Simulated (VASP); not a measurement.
# CrRu3 (Pm-3m) in VASP: notebook

The runs below take CrRu3 through single point, relaxation of cell and atoms, with PBE.

All numbers are computed with VASP 6.6.1; they aren't measurements. Logs are shortened: lines on timing, memory, paths and dates and some standing lists are left out, and cuts for length are marked.

### 1 The cell of the first run

It takes space group Pm-3m (No. 221, cubic). The conventional cell has a = 3.770 Å, b = 3.770 Å, c = 3.770 Å, α = 90.00°, β = 90.00°, γ = 90.00°. Cr (site symmetry m-3m) has 12 Ru at 2.67 Å within 3.5 Å. Ru (site symmetry 4/mmm) has 4 Cr at 2.67 Å and 8 Ru at 2.67 Å within 3.5 Å.

### 2 Single point, PBE, collinear spin, ferromagnetic start

File INCAR:

```
SYSTEM = CrRu3
PREC = Accurate ; ENCUT = 520
EDIFF = 1E-7 ; ISMEAR = 0
SIGMA = 0.1 ; LREAL = .FALSE.
LASPH = .TRUE. ; NELM = 150
ALGO = Normal ; ISIF = 2
LWAVE = .FALSE. ; LCHARG = .FALSE.
ISPIN = 2 ; MAGMOM = 0.22 0 0 0
LORBIT = 11 ; LMAXMIX = 4
GGA = PE ; NBANDS = 39
```

File KPOINTS:

```
Automatic mesh
0
G
  6 6 6
  0 0 0
```

File POSCAR:

```
CrRu3
1.0
    3.7702205288      0.0000000000      0.0000000000
    0.0000000000      3.7702205288      0.0000000000
    0.0000000000      0.0000000000      3.7702205288
Cr Ru
1 3
Direct
    0.0000000000      0.0000000000      0.0000000000
    0.0000000000      0.5000000000      0.5000000000
    0.5000000000      0.0000000000      0.5000000000
    0.5000000000      0.5000000000      0.0000000000
```

Potentials or basis: VASP PAW PBE potentials, release 64 (Cr_pv, Ru_pv).

The run is started by

```sh
$ cat potpaw_PBE.64/Cr_pv/POTCAR potpaw_PBE.64/Ru_pv/POTCAR > POTCAR
$ mpirun -np 1 vasp_std > vasp.out
```

OUTCAR:

```text
SYSTEM = CrRu3
   PREC = Accurate
   ENCUT = 520
   EDIFF = 1E-7
   ISMEAR = 0
   LREAL = .FALSE.
   LASPH = .TRUE.
   NELM = 150
   ISIF = 2
   ISPIN = 2
   LORBIT = 11
   GGA = PE

 ion  position               nearest neighbor table
   1  0.000  0.000  0.000-   2 2.67   3 2.67   4 2.67   2 2.67   3 2.67   2 2.67   4 2.67   2 2.67
                             3 2.67   4 2.67   3 2.67   4 2.67
   2  0.000  0.500  0.500-   1 2.67   3 2.67   4 2.67   1 2.67   4 2.67   1 2.67   3 2.67   1 2.67
                             3 2.67   4 2.67   4 2.67   3 2.67
   3  0.500  0.000  0.500-   1 2.67   2 2.67   4 2.67   1 2.67   4 2.67   2 2.67   4 2.67   4 2.67
                             1 2.67   2 2.67   1 2.67   2 2.67
   4  0.500  0.500  0.000-   1 2.67   2 2.67   3 2.67   2 2.67   3 2.67   1 2.67   3 2.67   3 2.67
                             1 2.67   2 2.67   2 2.67   1 2.67

  LATTYP: Found a simple cubic cell.
 ALAT       =     3.7702205288

  Lattice vectors:

 A1 = (   3.7702205288,   0.0000000000,   0.0000000000)
 A2 = (   0.0000000000,   3.7702205288,   0.0000000000)
 A3 = (   0.0000000000,   0.0000000000,   3.7702205288)

Analysis of symmetry for initial positions (statically):
=====================================================================
 Subroutine PRICEL returns:
 Original cell was already a primitive cell.

 Routine SETGRP: Setting up the symmetry group for a
 simple cubic supercell.

 Subroutine GETGRP returns: Found 48 space group operations
 (whereof 48 operations were pure point group operations)
 out of a pool of 48 trial point group operations.

The static configuration has the point symmetry O_h .

Analysis of symmetry for dynamics (positions and initial velocities):
=====================================================================
 Subroutine PRICEL returns:
 Original cell was already a primitive cell.

 Routine SETGRP: Setting up the symmetry group for a
 simple cubic supercell.

 Subroutine GETGRP returns: Found 48 space group operations
 (whereof 48 operations were pure point group operations)
 out of a pool of 48 trial point group operations.

The dynamic configuration has the point symmetry O_h .

Analysis of structural, dynamic, and magnetic symmetry:
=====================================================================
 Subroutine PRICEL returns:
 Original cell was already a primitive cell.

 Routine SETGRP: Setting up the symmetry group for a
 simple cubic supercell.

 Subroutine GETGRP returns: Found 48 space group operations
 (whereof 48 operations were pure point group operations)
 out of a pool of 48 trial point group operations.

The overall configuration has the point symmetry O_h .

[... 128 lines left out ...]
 spin polarized calculation
 Gauss-broadening in eV      SIGMA  =   0.10
  energy-cutoff  :      520.00
  volume of cell :       53.59
 maximum number of plane-waves:      1472
   NGX = 15   NGY = 15   NGZ = 15

 number of electron      54.0000027 magnetization      -0.0023580

 number of electron      54.0000027 magnetization       0.0000734

 Free energy of the ion-electron system (eV)
  ---------------------------------------------------
  ext. energy  EPLUGINS =         0.00000000
  ---------------------------------------------------
  free energy    TOTEN  =       -36.80172039 eV

  energy without entropy =      -36.76368069  energy(sigma->0) =      -36.78270054

 E-fermi :  11.8766     XC(G=0): -13.8620

 val. band max:       11.8727975683   @ k =   0.5000   0.1667   0.1667
 cond. band min:      11.8869572873   @ k =   0.5000   0.5000   0.0000
 fundamental gap:      0.0141597190
 Fermi energy:        11.8765967460

 spin component 1

 k-point     1 :       0.0000    0.0000    0.0000
  band No.  band energies     occupation
      1     -31.4996      1.00000
      2     -31.4996      1.00000
      3     -31.4996      1.00000
      4     -31.0581      1.00000
      5     -31.0581      1.00000
      6     -31.0581      1.00000
[... 829 lines left out ...]
     38      21.5645      0.00000
     39      21.5645      0.00000
 Fermi energy:        11.8765967460

 spin component 2

 k-point     1 :       0.0000    0.0000    0.0000
  band No.  band energies     occupation
      1     -31.4996      1.00000
      2     -31.4996      1.00000
      3     -31.4996      1.00000
      4     -31.0581      1.00000
      5     -31.0581      1.00000
      6     -31.0581      1.00000
[... 829 lines left out ...]
     38      21.5645      0.00000
     39      21.5645      0.00000

------------------------ aborting loop because EDIFF is reached ----------------------------------------

  FORCE on cell =-STRESS in cart. coord.  units (eV):
  Direction    XX          YY          ZZ          XY          YZ          ZX
  --------------------------------------------------------------------------------------
  -------------------------------------------------------------------------------------
  Total       -0.1566745     -0.1566745     -0.1566745     -0.0000000      0.0000000     -0.0000000
  in kB       -4.6839121     -4.6839121     -4.6839121     -0.0000000      0.0000000     -0.0000000
  external PRESSURE =      -4.6839121 kB  Pullay stress =       0.0000000 kB

 VOLUME and BASIS-vectors are now :
 -----------------------------------------------------------------------------
  energy-cutoff  :      520.00
  volume of cell :       53.59
      direct lattice vectors                 reciprocal lattice vectors
     3.770220529  0.000000000  0.000000000     0.265236474  0.000000000  0.000000000
     0.000000000  3.770220529  0.000000000     0.000000000  0.265236474  0.000000000
     0.000000000  0.000000000  3.770220529     0.000000000  0.000000000  0.265236474

 POSITION                                       TOTAL-FORCE (eV/Angst)
 -----------------------------------------------------------------------------------
      0.00000      0.00000      0.00000         0.000000      0.000000      0.000000
      0.00000      1.88511      1.88511         0.000000      0.000000      0.000000
      1.88511      0.00000      1.88511         0.000000      0.000000      0.000000
      1.88511      1.88511      0.00000         0.000000      0.000000      0.000000
 -----------------------------------------------------------------------------------
    total drift:                                0.000000      0.000000      0.000000

  FREE ENERGIE OF THE ION-ELECTRON SYSTEM (eV)
  ---------------------------------------------------
  free  energy   TOTEN  =       -36.8017203921 eV

  energy  without entropy=      -36.7636806931  energy(sigma->0) =      -36.78270054

 total charge

# of ion       s       p       d       tot
------------------------------------------
    1        0.389   6.337   4.100  10.825
    2        0.415   6.304   5.966  12.684
    3        0.415   6.304   5.966  12.684
    4        0.415   6.304   5.966  12.684
--------------------------------------------------
tot          1.633  25.249  21.997  48.878

 magnetization (x)

# of ion       s       p       d       tot
------------------------------------------
    1        0.000   0.000   0.000   0.000
    2       -0.000  -0.000  -0.000  -0.000
    3       -0.000  -0.000  -0.000  -0.000
    4       -0.000  -0.000  -0.000  -0.000
--------------------------------------------------
tot         -0.000   0.000   0.000   0.000
```

stdout:

```text
POSCAR found type information on POSCAR CrRu
 POSCAR found :  2 types and       4 ions
 scaLAPACK will be used
 LDA part: xc-table for (Slater+PW92), standard interpolation
 POSCAR, INCAR and KPOINTS ok, starting setup
 FFT: planning ... GRIDC
 FFT: planning ... GRID_SOFT
 FFT: planning ... GRID
 WAVECAR not read
 entering main loop
```

Wall time 52 s (1 thread of Intel Xeon Platinum 8559C (Emerald Rapids), shared host); peak memory 0.21 GiB.

Results:

- Free energy: -36.8017 eV
- Pressure: -0.5 GPa
- Band gap on the k mesh: zero (filled and empty bands overlap)
- Net moment: 0.00 μB per cell
- Valence electrons inside the program's atomic spheres: Cr 10.82; Ru 12.68

Levels at points of the mesh, in eV from the Fermi level:
Spin up:
| k point | band 23 | band 24 | band 25 | band 26 | band 27 | band 28 | band 29 | band 30 | band 31 | band 32 |
| --- | --- | --- | --- | --- | --- | --- | --- | --- | --- | --- |
| (0.00, 0.00, 0.00) | 0.28 | 0.28 | 1.81 | 1.81 | 1.96 | 2.20 | 2.20 | 2.20 | 2.51 | 2.51 |
| (0.50, 0.00, 0.00) | -1.22 | -0.97 | -0.48 | -0.48 | -0.22 | 0.07 | 0.07 | 0.26 | 0.95 | 1.11 |
| (0.50, 0.50, 0.00) | -2.55 | -1.67 | -1.08 | -1.08 | -1.05 | -0.08 | 0.01 | 0.07 | 0.39 | 0.39 |
| (0.50, 0.50, 0.50) | -1.52 | -1.52 | 0.89 | 0.89 | 0.89 | 1.26 | 1.83 | 1.83 | 1.83 | 1.88 |
Spin down:
```tsv
k point	band 25	band 26	band 27	band 28	band 29	band 30
(0.00, 0.00, 0.00)	1.82	1.82	1.96	2.20	2.20	2.20
(0.50, 0.00, 0.00)	-0.48	-0.48	-0.22	0.08	0.08	0.26
(0.50, 0.50, 0.00)	-1.08	-1.08	-1.05	-0.08	0.01	0.07
(0.50, 0.50, 0.50)	0.89	0.89	0.89	1.26	1.83	1.83
```

[end of part 1 of 2]
